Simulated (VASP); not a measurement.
Set up this calculation in VASP 6.6.1, as the native input.

```
Task                   : single point
Functional             : PBE
Potentials or basis    : VASP PAW PBE potentials, release 64 (Ta_pv, Si)
Cutoff                 : 520 eV
k mesh                 : 4 × 4 × 1
Occupations            : gaussian, width 0.1 eV
Spin                   : no spin polarisation
Dipole correction      : yes
Further INCAR settings : LREAL = Auto; ALGO = Normal; EDIFF = 1e-06; NBANDS = 104
```

The structure of Ta16Si lies in POSCAR:

```
Ta16Si
1.0
    6.6379342679      0.0000000000      0.0000000000
    0.0000000000      6.6379342679      0.0000000000
    0.0000000000      0.0000000000     20.2996559574
Ta Si
16 1
Direct
    0.2500000000      0.2500000000      0.1970476745
    0.2500000000      0.7500000000      0.1970476745
    0.7500000000      0.2500000000      0.1970476745
    0.7500000000      0.7500000000      0.1970476745
    0.0000000000      0.0000000000      0.2787970190
    0.0000000000      0.5000000000      0.2787970190
    0.5000000000      0.0000000000      0.2787970190
    0.5000000000      0.5000000000      0.2787970190
    0.2500000000      0.2500000000      0.3599139064
    0.2500000000      0.7500000000      0.3599139064
    0.7500000000      0.2500000000      0.3599139064
    0.7500000000      0.7500000000      0.3599139064
    0.0000000000      0.0000000000      0.4334879357
    0.0000000000      0.5000000000      0.4334879357
    0.5000000000      0.0000000000      0.4334879357
    0.5000000000      0.5000000000      0.4334879357
    0.0000000000      0.1875000000      0.5335820117
```

The input as run:

INCAR

```
SYSTEM = Ta16Si
PREC = Accurate
ENCUT = 520
EDIFF = 1E-6
ISMEAR = 0
SIGMA = 0.1
LREAL = Auto
LASPH = .True.
NELM = 80
ALGO = Normal
ISIF = 2
LWAVE = .False.
LCHARG = .False.
LDIPOL = .True.
IDIPOL = 3
DIPOL = 0.5 0.5 0.330
GGA = PE
NBANDS = 104
```

KPOINTS

```
regular mesh
0
Gamma
  4 4 1
  0 0 0
```

Potentials or basis: VASP PAW PBE potentials, release 64 (Ta_pv, Si).

Command:

```console
$ cat potpaw_PBE.64/Ta_pv/POTCAR potpaw_PBE.64/Si/POTCAR > POTCAR
$ mpirun -np 1 vasp_std > vasp.out
```

Results of the run:

```json
{"Largest force": "1.659 eV/Å", "Band gap on the k mesh": "zero (band 90 reaches -0.39 eV, above the bottom of band 91 at -0.91 eV)"}
```

Caveat: spin-orbit coupling is left out, which moves the levels of the heavy elements.

It took 50 min on 1 thread of Intel(R) Xeon(R) Platinum 8488C (Sapphire Rapids), with other jobs on the host, peak memory 1.1 GiB.
